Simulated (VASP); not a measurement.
Crystal: TaSi5.

```
CELL_PARAMETERS angstrom
2.98400 0.00000 0.00000
-1.49200 2.58422 0.00000
0.00000 0.00000 15.07904
ATOMIC_POSITIONS crystal
Ta 0.00000 0.00000 0.00000
Si 0.66667 0.33333 0.83495
Si 0.00000 0.00000 0.66732
Si 0.66667 0.33333 0.50000
Si 0.00000 0.00000 0.33268
Si 0.66667 0.33333 0.16505
```

| Property | Result |
| --- | --- |
| Program | VASP 6.6.1 |
| Task | relaxation of cell and atoms |
| Functional | PBE |
| Potentials or basis | VASP PAW PBE potentials, release 64 (Ta_pv, Si) |
| Cutoff | 600 eV |
| k mesh | 6 × 6 × 1 |
| Occupations | gaussian, width 0.1 eV |
| Spin | no spin polarisation |

At the start: pressure -16.0 GPa; volume 19.38 Å³/atom.

Q: How do energy, volume and symmetry change on relaxing?

A: Over 11 steps the energy falls by 260.6 meV/atom and the volume is 15.50 Å³/atom (-20.0 %); space group P-6m2 (No. 187, to 0.05 Å).

Step by step:
```tsv
step	energy change (eV)	largest force (eV/Å)	pressure (GPa)	volume (Å³)
1	0.0000	1.1065	-16.01	116.28
2	-1.3799	0.2303	8.91	86.64
3	-1.5329	0.3144	0.20	92.38
4	-1.5462	0.1784	0.30	92.46
5	-1.5468	0.1687	0.34	92.48
6	-1.5553	0.1324	-0.02	92.96
7	-1.5594	0.0887	-0.46	93.60
8	-1.5607	0.0800	0.36	92.95
9	-1.5608	0.0751	0.21	93.08
10	-1.5624	0.0529	0.15	93.05
11	-1.5638	0.0202	0.05	92.98
```

Final structure:
```yaml
crystal:
  lattice:
    - [2.77671, 0.00000, 0.00000]
    - [-1.38836, 2.40470, 0.00000]
    - [0.00000, 0.00000, 13.92569]
  atoms:
    - { symbol: Ta, position: [0.00000, 0.00000, 0.00000] }
    - { symbol: Si, position: [0.66667, 0.33333, 0.84072] }
    - { symbol: Si, position: [0.00000, 0.00000, 0.67238] }
    - { symbol: Si, position: [0.66667, 0.33333, 0.50000] }
    - { symbol: Si, position: [0.00000, 0.00000, 0.32762] }
    - { symbol: Si, position: [0.66667, 0.33333, 0.15928] }
```

Caveat: the k points lie up to 0.45 Å⁻¹ apart in the final cell; the volume moved by over 15 % at a fixed basis, so the end points are rough.
